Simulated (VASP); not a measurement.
# Bi4Te3 (R-3m) in VASP: notebook, part 2 of 2

VASP 6.6.1. The steps go on from the part before.

## 3. Single point, PBE

This run uses another cell than the first one, of 35.84 Å³/atom.

File INCAR:

```
SYSTEM = Bi4Te3
PREC = Accurate
ENCUT = 520
EDIFF = 1E-6
ISMEAR = 0
SIGMA = 0.1
LREAL = .FALSE.
LASPH = .TRUE.
NELM = 60
ALGO = Normal
ISIF = 2
LWAVE = .FALSE.
LCHARG = .FALSE.
GGA = PE
NBANDS = 48
```

File KPOINTS:

```
regular mesh
0
G
  6 6 6
  0 0 0
```

File POSCAR:

```
Bi4Te3
1.0
    2.2578694332      1.3035815251     14.2065946133
   -2.2578694332      1.3035815251     14.2065946133
    0.0000000000     -2.6071630502     14.2065946133
Bi Te
4 3
Direct
    0.7139595847      0.7139595847      0.7139595847
    0.2860404153      0.2860404153      0.2860404153
    0.1472758602      0.1472758602      0.1472758602
    0.8527241398      0.8527241398      0.8527241398
    0.0000000000      0.0000000000      0.0000000000
    0.4203686282      0.4203686282      0.4203686282
    0.5796313718      0.5796313718      0.5796313718
```

Potentials or basis: VASP PAW PBE potentials, release 64 (Bi_d, Te).

The run is started by

```bash
$ cat potpaw_PBE.64/Bi_d/POTCAR potpaw_PBE.64/Te/POTCAR > POTCAR
$ mpirun -np 1 vasp_std > vasp.out
```

OUTCAR:

```text
SYSTEM = Bi4Te3
   PREC = Accurate
   ENCUT = 520
   EDIFF = 1E-6
   ISMEAR = 0
   LREAL = .FALSE.
   LASPH = .TRUE.
   NELM = 60
   ISIF = 2
   GGA = PE

 ion  position               nearest neighbor table
   1  0.714  0.714  0.714-   6 3.11   6 3.11   6 3.11   5 3.30   5 3.30   5 3.30
   2  0.286  0.286  0.286-   7 3.11   7 3.11   7 3.11   5 3.30   5 3.30   5 3.30
   3  0.147  0.147  0.147-   4 3.09   4 3.09   4 3.09   6 3.66   6 3.66   6 3.66
   4  0.853  0.853  0.853-   3 3.09   3 3.09   3 3.09   7 3.66   7 3.66   7 3.66
   5  0.000  0.000  0.000-   1 3.30   1 3.30   2 3.30   2 3.30   1 3.30   2 3.30
   6  0.420  0.420  0.420-   1 3.11   1 3.11   1 3.11   3 3.66   3 3.66   3 3.66
   7  0.580  0.580  0.580-   2 3.11   2 3.11   2 3.11   4 3.66   4 3.66   4 3.66

  LATTYP: Found a trigonal (rhomboedric) cell.
 ALAT       =    14.4438440062
 COS(alpha) =     0.9511277802

  Lattice vectors:

 A1 = (   2.2578694332,   1.3035815251,  14.2065946133)
 A2 = (  -2.2578694332,   1.3035815251,  14.2065946133)
 A3 = (   0.0000000000,  -2.6071630502,  14.2065946133)

Analysis of symmetry for initial positions (statically):
=====================================================================
 Subroutine PRICEL returns:
 Original cell was already a primitive cell.

 Routine SETGRP: Setting up the symmetry group for a
 trigonal (rhombohedral) supercell.

 Subroutine GETGRP returns: Found 12 space group operations
 (whereof 12 operations were pure point group operations)
 out of a pool of 12 trial point group operations.

The static configuration has the point symmetry D_3d.

Analysis of symmetry for dynamics (positions and initial velocities):
=====================================================================
 Subroutine PRICEL returns:
 Original cell was already a primitive cell.

 Routine SETGRP: Setting up the symmetry group for a
 trigonal (rhombohedral) supercell.

 Subroutine GETGRP returns: Found 12 space group operations
 (whereof 12 operations were pure point group operations)
 out of a pool of 12 trial point group operations.

The dynamic configuration has the point symmetry D_3d.

 Subroutine INISYM returns: Found 12 space group operations
 (whereof 12 operations are pure point group operations),
 and found     1 'primitive' translations

----------------------------------------------------------------------------------------

                                     Primitive cell

  volume of cell :     250.8871

  direct lattice vectors                    reciprocal lattice vectors
     2.257869433  1.303581525 14.206594613     0.221447703  0.127852891  0.023463282
    -2.257869433  1.303581525 14.206594613    -0.221447703  0.127852891  0.023463282
     0.000000000 -2.607163050 14.206594613     0.000000000 -0.255705782  0.023463282

  length of vectors
    14.443844006 14.443844006 14.443844006     0.256780008  0.256780008  0.256780008

  position of ions in fractional coordinates (direct lattice)
     0.713959585  0.713959585  0.713959585
     0.286040415  0.286040415  0.286040415
     0.147275860  0.147275860  0.147275860
     0.852724140  0.852724140  0.852724140
     0.000000000  0.000000000  0.000000000
     0.420368628  0.420368628  0.420368628
     0.579631372  0.579631372  0.579631372

  ion indices of the primitive-cell ions
   primitive index   ion index
[... 40 lines left out ...]
  0.166667  0.166667  0.000000      6.000000
  0.333333  0.166667  0.000000     12.000000
[... 16 lines left out ...]
  0.500000  0.500000  0.166667      6.000000
 -0.333333  0.500000  0.166667     12.000000
 [... further k-points ...]
   k-points           NKPTS =     32   k-points in BZ     NKDIM =     32   number of bands    NBANDS=     48
   number of dos      NEDOS =    301   number of ions     NIONS =      7
   total plane-waves  NPLWV = ******
   dimension x,y,z NGX =   108 NGY =  108 NGZ =  108
   dimension x,y,z NGXF=   216 NGYF=  216 NGZF=  216
   ions per type =               4   3
   NGX,Y,Z   is equivalent  to a cutoff of  12.43, 12.43, 12.43 a.u.
   NGXF,Y,Z  is equivalent  to a cutoff of  24.86, 24.86, 24.86 a.u.
 SYSTEM =  Bi4Te3
   PREC   = accura    normal or accurate (medium, high low for compatibility)
   ISTART =      0    job   : 0-new  1-cont  2-samecut
   ICHARG =      2    charge: 1-file 2-atom 10-const
   ISPIN  =      1    spin polarized calculation?
   LNONCOLLINEAR =      F non collinear calculations
   LSORBIT =      F    spin-orbit coupling
   LASPH  =      T    aspherical Exc in radial PAW
   ENCUT  =  520.0 eV  38.22 Ry    6.18 a.u.  26.86 26.86 26.86*2*pi/ulx,y,z
   NELM   =     60;   NELMIN=  2; NELMDL= -5     # of ELM steps
   EDIFF  = 0.1E-05   stopping-criterion for ELM
   LREAL  =      F    real-space projection
   EDIFFG = 0.1E-04   stopping-criterion for IOM
   NSW    =      0    number of steps for IOM
   IBRION =     -1    ionic relax: 0-MD 1-quasi-New 2-CG
   NFREE  =      0    steps in history (QN), initial steepest desc. (CG)
   ISIF   =      2    stress and relaxation
   ISYM   =      2    0-nonsym 1-usesym 2-fastsym
   POTIM  = 0.5000    time-step for ionic-motion
   TEBEG  =    0.0;   TEEND  =   0.0 temperature during run
   PSTRESS=    0.0 pullay stress
   NELECT =      78.0000    total number of electrons
   NUPDOWN=      -1.0000    fix difference up-down
   EMIN   =  10.00;   EMAX   =-10.00  energy-range for DOS
   EFERMI =   0.00;   METHOD = LEGACY
   ISMEAR =     0;   SIGMA  =   0.10  broadening in eV -4-tet -1-fermi 0-gaus
   EFERMI_NEDOS =   21; number of points for ismear=-14 and -15
   IALGO  =     38    algorithm
   IMIX   =      4    mixing-type and parameters
     AMIX     =   0.40;   BMIX     =  1.00
     AMIX_MAG =   1.60;   BMIX_MAG =  1.00
  volume/ion in A,a.u.               =      35.84       241.87
  Fermi-wavevector in a.u.,A,eV,Ry     =   1.109039  2.095780 16.734734  1.229968
  Thomas-Fermi vector in A             =   2.245574
   LORBIT       =      0    0 simple, 1 ext, 2 COOP (PROOUT), +10 PAW based schemes
   GGA     = PE    functional components
   LHFCALC =     F    Hartree Fock is set to
   AEXX    =    0.0000 exact exchange contribution
   IVDW    =     0    specifies the selected vdW correction
   LEPSILON=     F    determine dielectric tensor
   LRPA    =     F    only Hartree local field effects (RPA)
 non-spin polarized calculation
 Gauss-broadening in eV      SIGMA  =   0.10
  energy-cutoff  :      520.00
  volume of cell :      250.89
 maximum number of plane-waves:      6820
   NGX = 53   NGY = 53   NGZ = 53

 number of electron      78.0000002 magnetization

 Free energy of the ion-electron system (eV)
  ---------------------------------------------------
  ext. energy  EPLUGINS =         0.00000000
  ---------------------------------------------------
  free energy    TOTEN  =       -26.19931313 eV

  energy without entropy =      -26.19799520  energy(sigma->0) =      -26.19865417

 E-fermi :   5.9663     XC(G=0):  -9.1782

 val. band max:        5.8685540597   @ k =   0.3333   0.1667   0.1667
 cond. band min:       6.0741164308   @ k =   0.5000   0.5000   0.0000
 fundamental gap:      0.2055623711
 Fermi energy:         5.9662633189

 k-point     1 :       0.0000    0.0000    0.0000
  band No.  band energies     occupation
      1     -17.5593      2.00000
      2     -17.5593      2.00000
      3     -17.5582      2.00000
      4     -17.5582      2.00000
      5     -17.5461      2.00000
      6     -17.5455      2.00000
[... 1213 lines left out ...]
     47       9.4074      0.00000
     48       9.7304      0.00000

 [... further k-points ...]

------------------------ aborting loop because EDIFF is reached ----------------------------------------

  FORCE on cell =-STRESS in cart. coord.  units (eV):
  Direction    XX          YY          ZZ          XY          YZ          ZX
  --------------------------------------------------------------------------------------
  -------------------------------------------------------------------------------------
  Total       -0.0286134     -0.0286134      0.1720198      0.0000000      0.0000000      0.0000000
  in kB       -0.1827268     -0.1827268      1.0985269      0.0000000      0.0000000      0.0000000
  external PRESSURE =       0.2443578 kB  Pullay stress =       0.0000000 kB

 VOLUME and BASIS-vectors are now :
 -----------------------------------------------------------------------------
  energy-cutoff  :      520.00
  volume of cell :      250.89
      direct lattice vectors                 reciprocal lattice vectors
     2.257869433  1.303581525 14.206594613     0.221447703  0.127852891  0.023463282
    -2.257869433  1.303581525 14.206594613    -0.221447703  0.127852891  0.023463282
     0.000000000 -2.607163050 14.206594613     0.000000000 -0.255705782  0.023463282

 POSITION                                       TOTAL-FORCE (eV/Angst)
 -----------------------------------------------------------------------------------
      0.00000      0.00000     30.42880         0.000000     -0.000000     -0.039754
      0.00000      0.00000     12.19098         0.000000     -0.000000      0.039754
      0.00000      0.00000      6.27687         0.000000      0.000000     -0.014897
      0.00000      0.00000     36.34292         0.000000     -0.000000      0.014897
      0.00000      0.00000      0.00000         0.000000     -0.000000      0.000000
      0.00000      0.00000     17.91602         0.000000     -0.000000      0.013472
      0.00000      0.00000     24.70376         0.000000      0.000000     -0.013472
 -----------------------------------------------------------------------------------
    total drift:                                0.000000     -0.000000     -0.000000

  FREE ENERGIE OF THE ION-ELECTRON SYSTEM (eV)
  ---------------------------------------------------
  free  energy   TOTEN  =       -26.1993131350 eV

  energy  without entropy=      -26.1979952004  energy(sigma->0) =      -26.19865417
```

Wall time 51 min (1 thread of AMD EPYC 9R45 (Zen 5), shared host); peak memory 1.9 GiB.

What came out:

```yaml
Free_energy: -26.1993 eV
Pressure: 0.0 GPa
Largest_force: 0.040 eV/Å
Band_gap_on_the_k_mesh: 0.21 eV (least direct gap 0.22 eV)
```

Forces in eV/Å, atoms in the order of the input:
```
Bi   0.000  0.000 -0.040
Bi   0.000  0.000  0.040
Bi   0.000  0.000 -0.015
Bi   0.000  0.000  0.015
Te   0.000  0.000  0.000
Te   0.000  0.000  0.013
Te   0.000  0.000 -0.013
```

Caveat: spin-orbit coupling is left out, which moves the levels of the heavy elements. A k mesh can miss the band edges.
